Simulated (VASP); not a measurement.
KCaCl3: single point with LDA

Crystal: KCaCl3.

```
K Ca Cl
1.0
     5.22486    0.00000    0.00000
     0.00000    5.22486    0.00000
     0.00000    0.00000    5.74735
K Ca Cl
1 1 3
Direct
  0.00000 0.00000 0.00000
  0.50000 0.50000 0.50000
  0.00000 0.50000 0.50000
  0.50000 0.00000 0.50000
  0.50000 0.50000 0.00000
```

This cell differs from its parent crystal: ratio of the length along z to the lengths across it x 1.1, volume and fractional coordinates fixed.

| Item | Value |
| --- | --- |
| Program | VASP 6.6.1 |
| Task | single point |
| Functional | LDA |
| Potentials or basis | VASP PAW LDA potentials, release 64 (K_sv, Ca_sv, Cl) |
| Cutoff | 520 eV |
| k mesh | 6 × 6 × 6 |
| Occupations | gaussian, width 0.05 eV |
| Spin | no spin polarisation |

| Quantity | Value |
| --- | --- |
| Pressure | -2.2 GPa |
| Band gap on the k mesh | 4.23 eV (least direct gap 4.59 eV) |

Stress tensor (GPa, compression positive):
```
-1.03  0.00  0.00
 0.00 -1.03  0.00
 0.00  0.00 -4.40
```

Levels at points of the mesh, in eV from the valence-band top:
| k point | band 17 | band 18 | band 19 | band 20 | band 21 | band 22 | band 23 | band 24 |
| --- | --- | --- | --- | --- | --- | --- | --- | --- |
| (0.00, 0.00, 0.00) | -0.56 | -0.37 | -0.36 | -0.36 | 4.23 | 5.30 | 5.32 | 5.32 |
| (0.50, 0.00, 0.00) | -1.03 | -0.76 | -0.47 | -0.47 | 5.52 | 5.94 | 6.23 | 6.55 |
| (0.50, 0.50, 0.00) | -1.11 | -0.82 | -0.82 | -0.01 | 6.43 | 6.70 | 6.70 | 6.94 |
| (0.00, 0.00, 0.50) | -0.75 | -0.75 | -0.43 | -0.43 | 5.40 | 5.84 | 6.12 | 6.12 |
| (0.50, 0.00, 0.50) | -1.01 | -1.00 | -0.78 | -0.17 | 6.20 | 6.58 | 6.77 | 7.07 |
| (0.50, 0.50, 0.50) | -1.29 | -0.15 | -0.15 | 0.00 | 5.89 | 6.94 | 6.94 | 7.00 |

Run time: 76 s on 1 thread of Intel(R) Xeon(R) 6975P-C (Granite Rapids) (shared host), peak memory 0.33 GiB.

 A k mesh can miss the band edges.
